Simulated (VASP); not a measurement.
Wanted: the native input for a VASP 6.6.1 run.

* Task: relaxation of cell and atoms
* Functional: PBE
* Potentials or basis: VASP PAW PBE potentials, release 64 (Te, P)
* Cutoff: 600 eV
* k mesh: 4 × 4 × 4
* Occupations: gaussian, width 0.1 eV
* Spin: no spin polarisation
* Dipole correction: no
* Further INCAR settings: ALGO = Normal; EDIFF = 1e-06; IBRION = 2; EDIFFG = -0.04; NSW = 90; ISIF = 3

The structure of TeP2 lies in POSCAR:

```
TeP2
1.0
    4.7807048600     -2.7115148700      0.0000000000
    4.7807048600      2.7115148700      0.0000000000
    0.0000000000      0.0000000000      5.0326990300
Te P
2 4
Direct
    0.8224675700      0.1775324300      0.7500000000
    0.1775324300      0.8224675700      0.2500000000
    0.4756610700      0.8463439300      0.7500000000
    0.1536560700      0.5243389300      0.7500000000
    0.8463439300      0.4756610700      0.2500000000
    0.5243389300      0.1536560700      0.2500000000
```

The cell was generated, and may not be a known phase.

The input as run:

INCAR

```
PREC = Accurate
ENCUT = 600
EDIFF = 1E-6
ISMEAR = 0
SIGMA = 0.1
LREAL = F
LASPH = T
NELM = 100
ALGO = Normal
ISIF = 3
LWAVE = F
LCHARG = F
GGA = PE
IBRION = 2
NSW = 90
EDIFFG = -0.04
```

KPOINTS

```
regular mesh
0
Gamma
  4 4 4
```

Potentials or basis: VASP PAW PBE potentials, release 64 (Te, P).

Launch:

```bash
$ cat potpaw_PBE.64/Te/POTCAR potpaw_PBE.64/P/POTCAR > POTCAR
$ mpirun -np 1 vasp_std > vasp.out
```

Results of the run:

```
Relaxed volume                        : 20.59 Å³/atom
Relaxed cell                          : a = 5.777 Å, b = 5.777 Å, c = 4.916 Å, α = 90.00°, β = 90.00°, γ = 48.85°
Space group after relaxing (to 0.1 Å) : Fmmm (No. 69)
Energy gained by relaxing             : 644.6 meV/atom
Ionic steps                           : 77
Pressure after relaxing               : 0.1 GPa
Largest force after relaxing          : 0.034 eV/Å
```

Run time: 57 min on 1 thread of Intel(R) Xeon(R) Platinum 8488C (Sapphire Rapids), on a shared host, peak memory 0.35 GiB.
